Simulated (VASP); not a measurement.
# TiN (Fm-3m) in VASP: a series of runs

TiN is run at these levels: PBE; tasks: electric field gradients.

All numbers are computed with VASP 6.6.1; they aren't measurements. Logs are shortened: lines on timing, memory, paths and dates and some standing lists are left out, and cuts for length are marked.

### Step 1. The cell of the first run

It takes space group Fm-3m (No. 225, cubic). The conventional cell has a = 4.157 Å, b = 4.157 Å, c = 4.157 Å, α = 90.00°, β = 90.00°, γ = 90.00°. Ti (site symmetry m-3m) has 6 N at 2.08 Å within 2.8 Å. N (site symmetry m-3m) has 6 Ti at 2.08 Å within 2.8 Å.

### Step 2. Electric field gradients, PBE (volume scaled by 0.94)

Contents of INCAR:

```
SYSTEM = TiN
  ALGO = Normal
  EDIFF = 1E-8
  ENCUT = 520
  GGA = PE
  ISIF = 2
  ISMEAR = -1
  LASPH = .TRUE.
  LCHARG = .FALSE.
  LEFG = .TRUE.
  LREAL = .FALSE.
  LWAVE = .FALSE.
  NBANDS = 16
  NELM = 80
  PREC = Accurate
  SIGMA = 0.05
```

Contents of KPOINTS:

```
k-points
0
G
  13 13 13
  0 0 0
```

Contents of POSCAR:

```
TiN
1.0
    0.0000000000      2.0786817227      2.0786817227
    2.0786817227      0.0000000000      2.0786817227
    2.0786817227      2.0786817227      0.0000000000
Ti N
1 1
Direct
    0.0000000000      0.0000000000      0.0000000000
    0.5000000000      0.5000000000      0.5000000000
```

Potentials or basis: VASP PAW PBE potentials, release 64 (Ti_sv, N).

Started as:

```
$ cat potpaw_PBE.64/Ti_sv/POTCAR potpaw_PBE.64/N/POTCAR > POTCAR
$ mpirun -np 1 vasp_std > vasp.out
```

OUTCAR:

```text
SYSTEM = TiN
   EDIFF = 1E-8
   ENCUT = 520
   GGA = PE
   ISIF = 2
   ISMEAR = -1
   LASPH = .TRUE.
   LREAL = .FALSE.
   NELM = 80
   PREC = Accurate

 ion  position               nearest neighbor table
   1  0.000  0.000  0.000-   2 2.08   2 2.08   2 2.08   2 2.08   2 2.08   2 2.08
   2  0.500  0.500  0.500-   1 2.08   1 2.08   1 2.08   1 2.08   1 2.08   1 2.08

  LATTYP: Found a face centered cubic cell.
 ALAT       =     4.1573634454

  Lattice vectors:

 A1 = (   0.0000000000,   2.0786817227,   2.0786817227)
 A2 = (   2.0786817227,   0.0000000000,   2.0786817227)
 A3 = (   2.0786817227,   2.0786817227,   0.0000000000)

Analysis of symmetry for initial positions (statically):
=====================================================================
 Subroutine PRICEL returns:
 Original cell was already a primitive cell.

 Routine SETGRP: Setting up the symmetry group for a
 face centered cubic supercell.

 Subroutine GETGRP returns: Found 48 space group operations
 (whereof 48 operations were pure point group operations)
 out of a pool of 48 trial point group operations.

The static configuration has the point symmetry O_h .

Analysis of symmetry for dynamics (positions and initial velocities):
=====================================================================
 Subroutine PRICEL returns:
 Original cell was already a primitive cell.

 Routine SETGRP: Setting up the symmetry group for a
 face centered cubic supercell.

 Subroutine GETGRP returns: Found 48 space group operations
 (whereof 48 operations were pure point group operations)
 out of a pool of 48 trial point group operations.

The dynamic configuration has the point symmetry O_h .

 Subroutine INISYM returns: Found 48 space group operations
 (whereof 48 operations are pure point group operations),
 and found     1 'primitive' translations

----------------------------------------------------------------------------------------

                                     Primitive cell

  volume of cell :      17.9636

  direct lattice vectors                    reciprocal lattice vectors
     0.000000000  2.078681723  2.078681723    -0.240537065  0.240537065  0.240537065
     2.078681723  0.000000000  2.078681723     0.240537065 -0.240537065  0.240537065
     2.078681723  2.078681723  0.000000000     0.240537065  0.240537065 -0.240537065

  length of vectors
     2.939699884  2.939699884  2.939699884     0.416622417  0.416622417  0.416622417

  position of ions in fractional coordinates (direct lattice)
     0.000000000  0.000000000  0.000000000
     0.500000000  0.500000000  0.500000000

  ion indices of the primitive-cell ions
   primitive index   ion index
                 1           1
                 2           2

----------------------------------------------------------------------------------------

 KPOINTS: k-points

Automatic generation of k-mesh.
 Grid dimensions read from file:
 generate k-points for:   13   13   13

 Generating k-lattice:

  Cartesian coordinates                     Fractional coordinates (reciprocal lattice)
    -0.018502851  0.018502851  0.018502851     0.076923077  0.000000000  0.000000000
     0.018502851 -0.018502851  0.018502851     0.000000000  0.076923077  0.000000000
     0.018502851  0.018502851 -0.018502851     0.000000000  0.000000000  0.076923077

  Length of vectors
     0.032047878  0.032047878  0.032047878

  Shift w.r.t. Gamma in fractional coordinates (k-lattice)
     0.000000000  0.000000000  0.000000000

 Subroutine IBZKPT returns following result:
 ===========================================

 Found     84 irreducible k-points:

 Following reciprocal coordinates:
            Coordinates               Weight
  0.000000  0.000000  0.000000      1.000000
  0.076923  0.000000  0.000000      8.000000
  0.153846  0.000000  0.000000      8.000000
  0.230769  0.000000  0.000000      8.000000
  0.307692  0.000000  0.000000      8.000000
  0.384615  0.000000  0.000000      8.000000
[... 16 lines left out ...]
  0.384615  0.153846  0.000000     24.000000
  0.461538  0.153846  0.000000     24.000000
 [... further k-points ...]
   k-points           NKPTS =     84   k-points in BZ     NKDIM =     84   number of bands    NBANDS=     16
   number of dos      NEDOS =    301   number of ions     NIONS =      2
   total plane-waves  NPLWV =  13824
   dimension x,y,z NGX =    24 NGY =   24 NGZ =   24
   dimension x,y,z NGXF=    48 NGYF=   48 NGZF=   48
   ions per type =               1   1
   NGX,Y,Z   is equivalent  to a cutoff of  13.57, 13.57, 13.57 a.u.
   NGXF,Y,Z  is equivalent  to a cutoff of  27.14, 27.14, 27.14 a.u.
 SYSTEM =  TiN
   PREC   = accura    normal or accurate (medium, high low for compatibility)
   ISTART =      0    job   : 0-new  1-cont  2-samecut
   ICHARG =      2    charge: 1-file 2-atom 10-const
   ISPIN  =      1    spin polarized calculation?
   LNONCOLLINEAR =      F non collinear calculations
   LSORBIT =      F    spin-orbit coupling
   LASPH  =      T    aspherical Exc in radial PAW
   ENCUT  =  520.0 eV  38.22 Ry    6.18 a.u.   5.47  5.47  5.47*2*pi/ulx,y,z
   NELM   =     80;   NELMIN=  2; NELMDL= -5     # of ELM steps
   EDIFF  = 0.1E-07   stopping-criterion for ELM
   LREAL  =      F    real-space projection
   EDIFFG = 0.1E-06   stopping-criterion for IOM
   NSW    =      0    number of steps for IOM
   IBRION =     -1    ionic relax: 0-MD 1-quasi-New 2-CG
   NFREE  =      0    steps in history (QN), initial steepest desc. (CG)
   ISIF   =      2    stress and relaxation
   ISYM   =      2    0-nonsym 1-usesym 2-fastsym
   POTIM  = 0.5000    time-step for ionic-motion
   TEBEG  =    0.0;   TEEND  =   0.0 temperature during run
   PSTRESS=    0.0 pullay stress
   NELECT =      17.0000    total number of electrons
   NUPDOWN=      -1.0000    fix difference up-down
   EMIN   =  10.00;   EMAX   =-10.00  energy-range for DOS
   EFERMI =   0.00;   METHOD = LEGACY
   ISMEAR =    -1;   SIGMA  =   0.05  broadening in eV -4-tet -1-fermi 0-gaus
   EFERMI_NEDOS =   21; number of points for ismear=-14 and -15
   IALGO  =     38    algorithm
   IMIX   =      4    mixing-type and parameters
     AMIX     =   0.40;   BMIX     =  1.00
     AMIX_MAG =   1.60;   BMIX_MAG =  1.00
  volume/ion in A,a.u.               =       8.98        60.61
  Fermi-wavevector in a.u.,A,eV,Ry     =   1.607286  3.037330 35.148856  2.583368
  Thomas-Fermi vector in A             =   2.703339
   LORBIT       =      0    0 simple, 1 ext, 2 COOP (PROOUT), +10 PAW based schemes
   GGA     = PE    functional components
   LHFCALC =     F    Hartree Fock is set to
   AEXX    =    0.0000 exact exchange contribution
   IVDW    =     0    specifies the selected vdW correction
   LEPSILON=     F    determine dielectric tensor
   LRPA    =     F    only Hartree local field effects (RPA)
 non-spin polarized calculation
  energy-cutoff  :      520.00
  volume of cell :       17.96
 maximum number of plane-waves:       531
 NGX is ok and might be reduce to    24
   NGX = 11   NGY = 11   NGZ = 11

 number of electron      16.9999998 magnetization

 Free energy of the ion-electron system (eV)
  ---------------------------------------------------
  ext. energy  EPLUGINS =         0.00000000
  ---------------------------------------------------
  free energy    TOTEN  =       -19.56624980 eV

  energy without entropy =      -19.55985113  energy(sigma->0) =      -19.56305047

 E-fermi :  12.3253     XC(G=0): -13.3563

 val. band max:       12.2171048502   @ k =  -0.0769   0.0769   0.0000
 cond. band min:      12.3390657617   @ k =  -0.1538   0.1538   0.0000
 fundamental gap:      0.1219609115
 Fermi energy:        12.3252672838

 k-point     1 :       0.0000    0.0000    0.0000
  band No.  band energies     occupation
      1     -45.4983      2.00000
      2     -21.4285      2.00000
      3     -21.4285      2.00000
      4     -21.4285      2.00000
      5      -5.1916      2.00000
      6      10.1592      2.00000
[... 8 lines left out ...]
     15      25.6429      0.00000
     16      32.8722      0.00000

 k-point     2 :       0.0769    0.0000    0.0000
  band No.  band energies     occupation
      1     -45.4911      2.00000
      2     -21.4774      2.00000
      3     -21.4324      2.00000
      4     -21.4324      2.00000
      5      -5.0636      2.00000
      6       9.4882      2.00000
[... 8 lines left out ...]
     15      25.7681      0.00000
     16      32.7014      0.00000
[... 387 lines left out ...]
      5      -3.3223      2.00000
      6       5.2168      2.00000
[... 8 lines left out ...]
     15      25.8842      0.00000
     16      28.2378      0.00000

 k-point    24 :       0.4615    0.1538    0.0000
  band No.  band energies     occupation
      1     -45.3688      2.00000
      2     -22.1178      2.00000
      3     -21.5791      2.00000
      4     -21.5402      2.00000
      5      -2.9104      2.00000
      6       4.6800      2.00000
[... 8 lines left out ...]
     15      26.1458      0.00000
     16      27.3450      0.00000

 [... further k-points ...]
[... 5 lines left out ...]
  --------------------------------------------------------------------------------------
  -------------------------------------------------------------------------------------
  Total        2.3269562      2.3269562      2.3269562      0.0000000      0.0000000     -0.0000000
  in kB      207.5414265    207.5414265    207.5414265      0.0000000      0.0000000     -0.0000000
  external PRESSURE =     207.5414265 kB  Pullay stress =       0.0000000 kB

 VOLUME and BASIS-vectors are now :
 -----------------------------------------------------------------------------
  energy-cutoff  :      520.00
  volume of cell :       17.96
      direct lattice vectors                 reciprocal lattice vectors
     0.000000000  2.078681723  2.078681723    -0.240537065  0.240537065  0.240537065
     2.078681723  0.000000000  2.078681723     0.240537065 -0.240537065  0.240537065
     2.078681723  2.078681723  0.000000000     0.240537065  0.240537065 -0.240537065

 POSITION                                       TOTAL-FORCE (eV/Angst)
 -----------------------------------------------------------------------------------
      0.00000      0.00000      0.00000        -0.000000     -0.000000     -0.000000
      2.07868      2.07868      2.07868         0.000000      0.000000      0.000000
 -----------------------------------------------------------------------------------
    total drift:                                0.000000     -0.000000     -0.000000

  FREE ENERGIE OF THE ION-ELECTRON SYSTEM (eV)
  ---------------------------------------------------
  free  energy   TOTEN  =       -19.5662498000 eV

  energy  without entropy=      -19.5598511338  energy(sigma->0) =      -19.56305047

 Electric field gradients (V/A^2)
---------------------------------------------------------------------
 ion       V_xx      V_yy      V_zz      V_xy      V_xz      V_yz
---------------------------------------------------------------------
   1      -0.000     0.000     0.000     0.001     0.001     0.001
   2      -0.000     0.000     0.000    -0.001    -0.001    -0.001
---------------------------------------------------------------------

 Electric field gradients after diagonalization (V/A^2)
 (convention: |V_zz| > |V_xx| > |V_yy|)
----------------------------------------------------------------------
 ion       V_xx      V_yy      V_zz     asymmetry (V_yy - V_xx)/ V_zz
----------------------------------------------------------------------
   1      -0.001    -0.001     0.001       0.000
   2       0.001     0.001    -0.001       0.000
----------------------------------------------------------------------

           NMR quadrupolar parameters

 Cq : quadrupolar parameter    Cq=e*Q*V_zz/h
 eta: asymmetry parameters     (V_yy - V_xx)/ V_zz
 Q  : nuclear electric quadrupole moment in mb (millibarn)
----------------------------------------------------------------------
 ion       Cq(MHz)       eta       Q (mb)
----------------------------------------------------------------------
   1       0.000       0.000       1.000
   2      -0.000       0.000       1.000
----------------------------------------------------------------------
```

It took 27 s on 1 thread of Intel Xeon Platinum 8488C (Sapphire Rapids), shared host; peak memory 0.15 GiB.

What came out:

```yaml
Free_energy: -19.5662 eV
Pressure: 20.8 GPa
```

Levels at points of the mesh, in eV from the Fermi level:
```
           k point  band 5  band 6  band 7  band 8  band 9  band 10  band 11  band 12  band 13  band 14
(0.00, 0.00, 0.00)  -17.52   -2.17   -2.17   -2.17   -0.71    -0.71    -0.71     0.60     0.60     6.07
```

Caveat: without QUAD_EFG the Cq values of the log hold for a quadrupole moment of 1 mb, not for the nuclei.

### Step 3. Electric field gradients, PBE (volume scaled by 0.94)

Contents of INCAR:

```
PREC = Accurate ; ENCUT = 520
EDIFF = 1E-8 ; ISMEAR = -1
SIGMA = 0.05 ; LREAL = F
LASPH = T ; NELM = 100
ALGO = Normal ; ISIF = 2
LWAVE = F ; LCHARG = F
GGA = PE ; LEFG = T
NBANDS = 16
```

Contents of KPOINTS:

```
Automatic mesh
0
Gamma
  13 13 13
```

POSCAR is that of step 2.

Potentials or basis: VASP PAW PBE potentials, release 64 (Ti_sv, N).

Started as:

```
$ cat potpaw_PBE.64/Ti_sv/POTCAR potpaw_PBE.64/N/POTCAR > POTCAR
$ mpirun -np 1 vasp_std > vasp.out
```

OUTCAR:

```text
PREC = Accurate
   ENCUT = 520
   EDIFF = 1E-8
   ISMEAR = -1
   LREAL = F
   LASPH = T
   NELM = 100
   ISIF = 2
   GGA = PE

 ion  position               nearest neighbor table
   1  0.000  0.000  0.000-   2 2.08   2 2.08   2 2.08   2 2.08   2 2.08   2 2.08
   2  0.500  0.500  0.500-   1 2.08   1 2.08   1 2.08   1 2.08   1 2.08   1 2.08

  LATTYP: Found a face centered cubic cell.
 ALAT       =     4.1573634454

  Lattice vectors:

 A1 = (   0.0000000000,   2.0786817227,   2.0786817227)
 A2 = (   2.0786817227,   0.0000000000,   2.0786817227)
[... 668 lines left out ...]
  ---------------------------------------------------
  free  energy   TOTEN  =       -19.5662498000 eV

  energy  without entropy=      -19.5598511338  energy(sigma->0) =      -19.56305047

 Electric field gradients (V/A^2)
---------------------------------------------------------------------
 ion       V_xx      V_yy      V_zz      V_xy      V_xz      V_yz
---------------------------------------------------------------------
   1      -0.000     0.000     0.000     0.001     0.001     0.001
   2      -0.000     0.000     0.000    -0.001    -0.001    -0.001
---------------------------------------------------------------------

 Electric field gradients after diagonalization (V/A^2)
 (convention: |V_zz| > |V_xx| > |V_yy|)
----------------------------------------------------------------------
 ion       V_xx      V_yy      V_zz     asymmetry (V_yy - V_xx)/ V_zz
----------------------------------------------------------------------
   1      -0.001    -0.001     0.001       0.000
   2       0.001     0.001    -0.001       0.000
----------------------------------------------------------------------

           NMR quadrupolar parameters

 Cq : quadrupolar parameter    Cq=e*Q*V_zz/h
 eta: asymmetry parameters     (V_yy - V_xx)/ V_zz
 Q  : nuclear electric quadrupole moment in mb (millibarn)
----------------------------------------------------------------------
 ion       Cq(MHz)       eta       Q (mb)
----------------------------------------------------------------------
   1       0.000       0.000       1.000
   2      -0.000       0.000       1.000
----------------------------------------------------------------------
```

OSZICAR:

```text
N       E                     dE             d eps       ncg     rms          rms(c)
DAV:   1     0.131950779787E+03    0.13195E+03   -0.82742E+03  2712   0.128E+03
DAV:   2    -0.171727322814E+02   -0.14912E+03   -0.13935E+03  3064   0.349E+02
DAV:   3    -0.244935825317E+02   -0.73209E+01   -0.72589E+01  3280   0.803E+01
DAV:   4    -0.246539642656E+02   -0.16038E+00   -0.16025E+00  3296   0.112E+01
DAV:   5    -0.246573094617E+02   -0.33452E-02   -0.33451E-02  3144   0.146E+00    0.197E+01
DAV:   6    -0.198652153548E+02    0.47921E+01   -0.12368E+01  3520   0.546E+01    0.701E+00
DAV:   7    -0.195908701291E+02    0.27435E+00   -0.14525E+00  3136   0.153E+01    0.551E+00
DAV:   8    -0.197335490620E+02   -0.14268E+00   -0.76411E-01  3888   0.131E+01    0.567E+00
DAV:   9    -0.195740506877E+02    0.15950E+00   -0.21752E-01  3184   0.742E+00    0.156E+00
DAV:  10    -0.195685124439E+02    0.55382E-02   -0.28944E-02  3312   0.199E+00    0.325E-01
DAV:  11    -0.195662489656E+02    0.22635E-02   -0.41061E-03  3568   0.686E-01    0.133E-01
DAV:  12    -0.195662817973E+02   -0.32832E-04   -0.41859E-04  2792   0.227E-01    0.724E-02
DAV:  13    -0.195662555533E+02    0.26244E-04   -0.14672E-04  3176   0.198E-01    0.192E-02
DAV:  14    -0.195662505667E+02    0.49866E-05   -0.87248E-06  3232   0.357E-02    0.978E-03
DAV:  15    -0.195662497820E+02    0.78474E-06   -0.26122E-06  3584   0.169E-02    0.798E-03
DAV:  16    -0.195662497937E+02   -0.11712E-07   -0.31575E-07  3368   0.573E-03    0.148E-03
DAV:  17    -0.195662498000E+02   -0.63253E-08   -0.61036E-09  2240   0.997E-04
   1 F= -.19566250E+02 E0= -.19563050E+02  d E =-.639867E-02
```

Wall time 23 s (1 thread of Intel Xeon Platinum 8488C (Sapphire Rapids), shared host); peak memory 0.15 GiB.

Results:

| Quantity | Value |
| --- | --- |
| Free energy | -19.5662 eV |
| Pressure | 20.8 GPa |

Caveat: without QUAD_EFG the Cq values of the log hold for a quadrupole moment of 1 mb, not for the nuclei.

(Continued in part 2 of 2.)
